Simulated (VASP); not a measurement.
# In7Ga9As9P7 (P1) in VASP: single point with r2SCAN

Aim: the single point of In7Ga9As9P7 with r2SCAN.

Program: VASP 6.6.1. These are calculated values, not measurements. Logs are shortened: lines on timing, memory, paths and dates and some standing lists are left out, and cuts for length are marked.

### 1 The cell of the first run

The typed cell holds 64 atoms: a = 11.518 Å, b = 11.518 Å, c = 11.518 Å, α = 90.00°, β = 90.00°, γ = 90.00°.

### 2 Single point, r2SCAN

Contents of POSCAR:

```
In7Ga9As9P7
1.0
   11.5180890000      0.0000000000      0.0000000000
    0.0000000000     11.5180890000      0.0000000000
    0.0000000000      0.0000000000     11.5180890000
Ga In As P
18 14 18 14
Direct
    0.9941090000      0.9929650000      0.9963240000
    0.9987690000      0.9994130000      0.5015430000
    0.4995880000      0.0025880000      0.5051920000
    0.4987810000      0.5016170000      0.0031510000
    0.4974720000      0.5034140000      0.4974350000
    0.2614920000      0.2503910000      0.4969610000
    0.2589290000      0.7497160000      0.4977080000
    0.7478280000      0.2502830000      0.9996190000
    0.7463790000      0.2463100000      0.5059160000
    0.7500650000      0.7556020000      0.9966060000
    0.7421980000      0.7486780000      0.5020010000
    0.2579540000      0.5045890000      0.2521840000
    0.7441030000      0.9998450000      0.7477320000
    0.7443250000      0.5004170000      0.2503360000
    0.9993830000      0.2484450000      0.2524490000
    0.9998630000      0.7594530000      0.7510140000
    0.5042190000      0.2488250000      0.7391910000
    0.4957990000      0.7443120000      0.2542990000
    0.9993110000      0.5039240000      0.0072990000
    0.9999010000      0.4967970000      0.4981690000
    0.5050840000      0.9926640000      0.9970080000
    0.2526940000      0.2543590000      0.0041780000
    0.2509430000      0.7474090000      0.0019200000
    0.2551310000      0.0000080000      0.2561550000
    0.2470010000      0.9932300000      0.7440100000
    0.2625310000      0.4996540000      0.7447140000
    0.7548450000      0.9957310000      0.2494250000
    0.7448570000      0.5005320000      0.7443750000
    0.9930040000      0.2452270000      0.7455270000
    0.9992130000      0.7495600000      0.2464850000
    0.4965980000      0.2574020000      0.2549870000
    0.5043330000      0.7492110000      0.7462120000
    0.1125630000      0.1197580000      0.1241160000
    0.1273180000      0.1272670000      0.6099070000
    0.1286610000      0.6388940000      0.6256570000
    0.6277630000      0.1311050000      0.1229850000
    0.6249760000      0.6276660000      0.1236610000
    0.8669610000      0.3696520000      0.1331280000
    0.8706150000      0.8768110000      0.6240630000
    0.3810600000      0.1282780000      0.8650980000
    0.8792930000      0.1294680000      0.3836640000
    0.8649520000      0.1169780000      0.8793040000
    0.8606900000      0.6265780000      0.3736640000
    0.8744720000      0.6369260000      0.8725940000
    0.1384480000      0.3689600000      0.3666230000
    0.1230780000      0.3774420000      0.8703440000
    0.1248670000      0.8724420000      0.3872670000
    0.6300140000      0.3817870000      0.3849090000
    0.6165720000      0.3699730000      0.8789140000
    0.6162360000      0.8709290000      0.3810180000
    0.1345240000      0.6187160000      0.1358290000
    0.6249390000      0.1221730000      0.6248340000
    0.6207000000      0.6235230000      0.6111510000
    0.3759230000      0.3915470000      0.1279390000
    0.3866690000      0.3700620000      0.6142250000
    0.3824350000      0.8677660000      0.1326260000
    0.3782100000      0.8732020000      0.6135420000
    0.8657980000      0.3676990000      0.6186990000
    0.8754680000      0.8718420000      0.1115720000
    0.3807760000      0.1251990000      0.3878590000
    0.3749630000      0.6234650000      0.3764180000
    0.3855490000      0.6210340000      0.8801730000
    0.1154990000      0.8747630000      0.8770080000
    0.6370370000      0.8727390000      0.8698970000
```

Contents of INCAR.step1:

```
SYSTEM = In7Ga9As9P7
PREC     = Accurate       ! precision mode
ENCUT    = 520            ! plane-wave cutoff, eV
ISMEAR   = -1             ! smearing method
SIGMA    = 0.05           ! smearing width, eV
LREAL    = Auto         
LASPH    = .TRUE.         ! aspherical terms in the spheres
NELM     = 80             ! most SCF steps
NBANDS   = 326            ! bands
GGA      = PE             ! functional
ALGO     = Normal         ! electronic algorithm
EDIFF    = 1E-4           ! SCF threshold, eV
LWAVE    = .TRUE.         ! write WAVECAR
LCHARG   = .FALSE.        ! write CHGCAR
```

Contents of INCAR.step2:

```
SYSTEM = In7Ga9As9P7
PREC     = Accurate       ! precision mode
ENCUT    = 520            ! plane-wave cutoff, eV
EDIFF    = 1E-6           ! SCF threshold, eV
ISMEAR   = -1             ! smearing method
SIGMA    = 0.05           ! smearing width, eV
LREAL    = Auto         
LASPH    = .TRUE.         ! aspherical terms in the spheres
NELM     = 80             ! most SCF steps
ALGO     = Normal         ! electronic algorithm
ISIF     = 2              ! what is computed and relaxed
LWAVE    = .FALSE.        ! write WAVECAR
LCHARG   = .TRUE.         ! write CHGCAR
METAGGA  = R2SCAN         ! meta-GGA
LMIXTAU  = .TRUE.       
LELF     = .TRUE.         ! ELF
LVHAR    = .TRUE.       
NBANDS   = 326            ! bands
ISTART   = 1
```

Contents of KPOINTS:

```
regular mesh
0
G
  1 1 1
  0 0 0
```

Potentials or basis: VASP PAW PBE potentials, release 64 (Ga_d, In_d, As, P).

Started as:

```
cat potpaw_PBE.64/Ga_d/POTCAR potpaw_PBE.64/In_d/POTCAR potpaw_PBE.64/As/POTCAR potpaw_PBE.64/P/POTCAR > POTCAR
cp INCAR.step1 INCAR
mpirun -np 1 vasp_gam > vasp.out
cp INCAR.step2 INCAR
mpirun -np 1 vasp_gam > vasp.out
```

OUTCAR:

```text
SYSTEM = In7Ga9As9P7
   PREC = Accurate
   ENCUT = 520
   EDIFF = 1E-6
   ISMEAR = -1
   LREAL = Auto
   LASPH = .TRUE.
   NELM = 80
   ISIF = 2
   METAGGA = R2SCAN
   ISTART = 1

 ion  position               nearest neighbor table
   1  0.994  0.993  0.996-  59 2.36  63 2.39  42 2.46  33 2.48
   2  0.999  0.999  0.502-  34 2.43  47 2.45  41 2.45  39 2.48
   3  0.500  0.003  0.505-  60 2.39  57 2.39  52 2.43  50 2.48
   4  0.499  0.502  0.003-  62 2.37  54 2.38  37 2.48  49 2.49
   5  0.497  0.503  0.497-  53 2.38  55 2.41  61 2.42  48 2.44
   6  0.261  0.250  0.497-  60 2.36  55 2.41  34 2.47  45 2.48
[... 10 lines left out ...]
  17  0.504  0.249  0.739-  52 2.41  55 2.42  40 2.46  49 2.49
  18  0.496  0.744  0.254-  56 2.39  61 2.42  50 2.49  37 2.51
  19  0.999  0.504  0.007-  51 2.52  46 2.58  38 2.61  44 2.61  30 3.95
  20  1.000  0.497  0.498-  58 2.55  43 2.62  45 2.65  35 2.65
  21  0.505  0.993  0.997-  64 2.52  56 2.55  36 2.58  40 2.61
  22  0.253  0.254  0.004-  54 2.56  46 2.57  40 2.62  33 2.63
  23  0.251  0.747  0.002-  51 2.52  56 2.55  62 2.55  63 2.58
  24  0.255  0.000  0.256-  60 2.54  56 2.55  47 2.59  33 2.63
  25  0.247  0.993  0.744-  57 2.54  63 2.55  34 2.58  40 2.60
  26  0.263  0.500  0.745-  62 2.53  55 2.56  46 2.58  35 2.61  32 4.00
  27  0.755  0.996  0.249-  59 2.55  36 2.59  41 2.61  50 2.63  30 4.00
  28  0.745  0.501  0.744-  58 2.53  53 2.53  49 2.62  44 2.62  32 3.98
  29  0.993  0.245  0.746-  58 2.50  46 2.57  34 2.58  42 2.59
  30  0.999  0.750  0.246-  51 2.51  59 2.54  43 2.59  47 2.59  19 3.95  27 4.00
  31  0.497  0.257  0.255-  60 2.54  54 2.54  48 2.58  36 2.59
  32  0.504  0.749  0.746-  53 2.51  64 2.53  62 2.54  57 2.55  28 3.98  26 4.00
  33  0.113  0.120  0.124-  15 2.47   1 2.48  24 2.63  22 2.63
  34  0.127  0.127  0.610-   2 2.43   6 2.47  25 2.58  29 2.58
  35  0.129  0.639  0.626-   7 2.46  16 2.49  26 2.61  20 2.65
  36  0.628  0.131  0.123-   8 2.41  21 2.58  27 2.59  31 2.59
  37  0.625  0.628  0.124-   4 2.48  14 2.48  18 2.51  10 2.53
  38  0.867  0.370  0.133-  14 2.47   8 2.48  15 2.48  19 2.61
[... 24 lines left out ...]
  63  0.115  0.875  0.877-  16 2.38   1 2.39  25 2.55  23 2.58
  64  0.637  0.873  0.870-  13 2.38  10 2.38  21 2.52  32 2.53

  LATTYP: Found a simple cubic cell.
 ALAT       =    11.5180890000

  Lattice vectors:

 A1 = (  11.5180890000,   0.0000000000,   0.0000000000)
 A2 = (   0.0000000000,  11.5180890000,   0.0000000000)
 A3 = (   0.0000000000,   0.0000000000,  11.5180890000)

Analysis of symmetry for initial positions (statically):
=====================================================================
 Subroutine PRICEL returns:
 Original cell was already a primitive cell.

 Routine SETGRP: Setting up the symmetry group for a
 simple cubic supercell.

 Subroutine GETGRP returns: Found  1 space group operations
 (whereof  1 operations were pure point group operations)
 out of a pool of 48 trial point group operations.

The static configuration has the point symmetry C_1 .

Analysis of symmetry for dynamics (positions and initial velocities):
=====================================================================
 Subroutine PRICEL returns:
 Original cell was already a primitive cell.

 Routine SETGRP: Setting up the symmetry group for a
 simple cubic supercell.

 Subroutine GETGRP returns: Found  1 space group operations
 (whereof  1 operations were pure point group operations)
 out of a pool of 48 trial point group operations.

The dynamic configuration has the point symmetry C_1 .

 Subroutine INISYM returns: Found  1 space group operations
 (whereof  1 operations are pure point group operations),
 and found     1 'primitive' translations

[... 167 lines left out ...]

 Subroutine IBZKPT returns following result:
 ===========================================

 Found      1 irreducible k-points:

 Following reciprocal coordinates:
            Coordinates               Weight
  0.000000  0.000000  0.000000      1.000000
   k-points           NKPTS =      1   k-points in BZ     NKDIM =      1   number of bands    NBANDS=    326
   number of dos      NEDOS =    301   number of ions     NIONS =     64
   total plane-waves  NPLWV = 729000
   dimension x,y,z NGX =    90 NGY =   90 NGZ =   90
   dimension x,y,z NGXF=   180 NGYF=  180 NGZF=  180
   ions per type =              18  14  18  14
   NGX,Y,Z   is equivalent  to a cutoff of  12.99, 12.99, 12.99 a.u.
   NGXF,Y,Z  is equivalent  to a cutoff of  25.98, 25.98, 25.98 a.u.
 SYSTEM =  In7Ga9As9P7
   PREC   = accura    normal or accurate (medium, high low for compatibility)
   ISTART =      1    job   : 0-new  1-cont  2-samecut
   ICHARG =      0    charge: 1-file 2-atom 10-const
   ISPIN  =      1    spin polarized calculation?
   LNONCOLLINEAR =      F non collinear calculations
   LSORBIT =      F    spin-orbit coupling
   LASPH  =      T    aspherical Exc in radial PAW
   ENCUT  =  520.0 eV  38.22 Ry    6.18 a.u.  21.42 21.42 21.42*2*pi/ulx,y,z
   NELM   =     80;   NELMIN=  2; NELMDL=  0     # of ELM steps
   EDIFF  = 0.1E-05   stopping-criterion for ELM
   LREAL  =      T    real-space projection
   EDIFFG = 0.1E-04   stopping-criterion for IOM
   NSW    =      0    number of steps for IOM
   IBRION =     -1    ionic relax: 0-MD 1-quasi-New 2-CG
   NFREE  =      0    steps in history (QN), initial steepest desc. (CG)
   ISIF   =      2    stress and relaxation
   ISYM   =      2    0-nonsym 1-usesym 2-fastsym
   POTIM  = 0.5000    time-step for ionic-motion
   TEBEG  =    0.0;   TEEND  =   0.0 temperature during run
   PSTRESS=    0.0 pullay stress
   NELECT =     576.0000    total number of electrons
   NUPDOWN=      -1.0000    fix difference up-down
   EMIN   =  10.00;   EMAX   =-10.00  energy-range for DOS
   EFERMI =   0.00;   METHOD = LEGACY
   ISMEAR =    -1;   SIGMA  =   0.05  broadening in eV -4-tet -1-fermi 0-gaus
   EFERMI_NEDOS =   21; number of points for ismear=-14 and -15
   IALGO  =     38    algorithm
   IMIX   =      4    mixing-type and parameters
     AMIX     =   0.40;   BMIX     =  1.00
     AMIX_MAG =   1.60;   BMIX_MAG =  1.00
  volume/ion in A,a.u.               =      23.88       161.12
  Fermi-wavevector in a.u.,A,eV,Ry     =   1.182593  2.234776 19.028098  1.398526
  Thomas-Fermi vector in A             =   2.318844
   LORBIT       =      0    0 simple, 1 ext, 2 COOP (PROOUT), +10 PAW based schemes
   METAGGA = R2SCAN    functional components
   LHFCALC =     F    Hartree Fock is set to
   AEXX    =    0.0000 exact exchange contribution
   IVDW    =     0    specifies the selected vdW correction
   LEPSILON=     F    determine dielectric tensor
   LRPA    =     F    only Hartree local field effects (RPA)
 non-spin polarized calculation
  energy-cutoff  :      520.00
  volume of cell :     1528.06
 maximum number of plane-waves:     20578
 NGX is ok and might be reduce to    90
   NGX = 43   NGY = 43   NGZ = 43

 number of electron     576.0000011 magnetization

 Free energy of the ion-electron system (eV)
  ---------------------------------------------------
  ext. energy  EPLUGINS =         0.00000000
  ---------------------------------------------------
  free energy    TOTEN  =      -934.14754429 eV

  energy without entropy =     -934.14680708  energy(sigma->0) =     -934.14717569

 E-fermi :   4.7480     XC(G=0): -10.0400

 val. band max:        4.3135141073   @ k =   0.0000   0.0000   0.0000
 cond. band min:       5.1400958317   @ k =   0.0000   0.0000   0.0000
 fundamental gap:      0.8265817245
 Fermi energy:         4.7480365004

 k-point     1 :       0.0000    0.0000    0.0000
  band No.  band energies     occupation
      1     -11.0263      2.00000
      2     -11.0126      2.00000
      3     -11.0092      2.00000
      4     -11.0001      2.00000
      5     -10.9984      2.00000
      6     -10.9981      2.00000
[... 292 lines left out ...]
    299       6.4427      0.00000
    300       6.6364      0.00000
 [bands above 300 left out]

------------------------ aborting loop because EDIFF is reached ----------------------------------------

  FORCE on cell =-STRESS in cart. coord.  units (eV):
  Direction    XX          YY          ZZ          XY          YZ          ZX
  --------------------------------------------------------------------------------------
  -------------------------------------------------------------------------------------
  Total        4.2891577      3.8323660      4.4639813     -0.0919453      0.3810646     -0.4095446
  in kB        4.4971907      4.0182437      4.6804937     -0.0964049      0.3995470     -0.4294083
  external PRESSURE =       4.3986427 kB  Pullay stress =       0.0000000 kB

 VOLUME and BASIS-vectors are now :
 -----------------------------------------------------------------------------
  energy-cutoff  :      520.00
  volume of cell :     1528.06
      direct lattice vectors                 reciprocal lattice vectors
    11.518089000  0.000000000  0.000000000     0.086819958  0.000000000  0.000000000
     0.000000000 11.518089000  0.000000000     0.000000000  0.086819958  0.000000000
     0.000000000  0.000000000 11.518089000     0.000000000  0.000000000  0.086819958

 POSITION                                       TOTAL-FORCE (eV/Angst)
 -----------------------------------------------------------------------------------
     11.45024     11.43706     11.47575        -0.007146      0.004587      0.011561
     11.50391     11.51133      5.77682        -0.000822      0.009739      0.001027
      5.75430      0.02981      5.81885         0.001068     -0.009325     -0.030982
      5.74500      5.77767      0.03629        -0.004059      0.011601     -0.003589
      5.72993      5.79837      5.72950         0.044482     -0.023385     -0.009902
      3.01189      2.88403      5.72404        -0.011214     -0.011438     -0.013087
[... 56 lines left out ...]
      1.33033     10.07560     10.10146        -0.019269     -0.022408     -0.004804
      7.33745     10.05229     10.01955        -0.000200      0.011435      0.018759
 -----------------------------------------------------------------------------------
    total drift:                               -0.064588     -0.114120     -0.002611

  FREE ENERGIE OF THE ION-ELECTRON SYSTEM (eV)
  ---------------------------------------------------
  free  energy   TOTEN  =      -934.1475442892 eV

  energy  without entropy=     -934.1468070835  energy(sigma->0) =     -934.14717569
```

Run time: 62 min. Hardware: 1 thread of Intel Xeon Platinum 8259CL at 2.50GHz (Skylake/Cascade Lake), shared host; peak memory 1.7 GiB.

Results:

| Item | Value |
| --- | --- |
| Free energy | -934.1475 eV |
| Pressure | 0.4 GPa |
| Largest force | 0.073 eV/Å |
| Band gap on the k mesh | 0.83 eV |

Forces in eV/Å, atoms in the order of the input:
```
Ga  -0.007  0.005  0.012
Ga  -0.001  0.010  0.001
Ga   0.001 -0.009 -0.031
Ga  -0.004  0.012 -0.004
Ga   0.044 -0.023 -0.010
Ga  -0.011 -0.011 -0.013
Ga  -0.041  0.014  0.004
Ga  -0.027 -0.007  0.012
Ga   0.039  0.030 -0.009
Ga   0.018 -0.002 -0.003
Ga  -0.005 -0.007 -0.031
Ga  -0.016 -0.007 -0.008
Ga   0.010 -0.016  0.002
Ga   0.003  0.008  0.025
Ga   0.006 -0.015  0.008
Ga  -0.008 -0.033  0.002
Ga  -0.026 -0.023  0.025
Ga   0.033  0.022 -0.014
In   0.005 -0.030 -0.005
In   0.005  0.018 -0.016
In   0.010  0.020 -0.002
In  -0.008 -0.015 -0.024
In   0.002 -0.005  0.009
In   0.002  0.001 -0.015
In  -0.012  0.019  0.001
In  -0.035 -0.013  0.020
In  -0.017  0.024  0.006
In  -0.009 -0.029  0.015
In   0.035  0.005  0.015
In  -0.005 -0.004  0.007
In   0.037 -0.005 -0.004
In  -0.002 -0.004  0.007
As  -0.006  0.033 -0.001
As   0.024 -0.002 -0.014
As  -0.038  0.002  0.003
As  -0.002 -0.002 -0.014
As  -0.019  0.018  0.012
As   0.004 -0.030  0.023
As  -0.001 -0.028  0.005
As   0.020  0.033  0.001
As   0.005  0.023 -0.025
As  -0.022  0.006  0.023
As  -0.019 -0.034  0.062
As   0.025  0.024 -0.024
As  -0.046  0.005  0.033
As   0.031  0.007  0.005
As   0.024  0.014  0.009
As   0.008 -0.003 -0.005
As  -0.011 -0.015 -0.001
As  -0.022 -0.016 -0.012
P    0.026 -0.003 -0.017
P   -0.018  0.014  0.011
P    0.022  0.012 -0.022
P    0.008  0.000 -0.047
P    0.002 -0.015  0.025
P    0.031 -0.017  0.026
P    0.004  0.003 -0.028
P   -0.012  0.036 -0.042
P   -0.032  0.013 -0.023
P   -0.001 -0.019  0.016
P    0.025  0.045 -0.002
P   -0.006 -0.021  0.027
P   -0.019 -0.022 -0.005
P    0.000  0.011  0.019
```

Caveat: the k points lie up to 0.55 Å⁻¹ apart; the PAW data sets were made with another functional, which shifts forces and pressure a little; spin-orbit coupling is left out, which moves the levels of the heavy elements. A k mesh can miss the band edges.
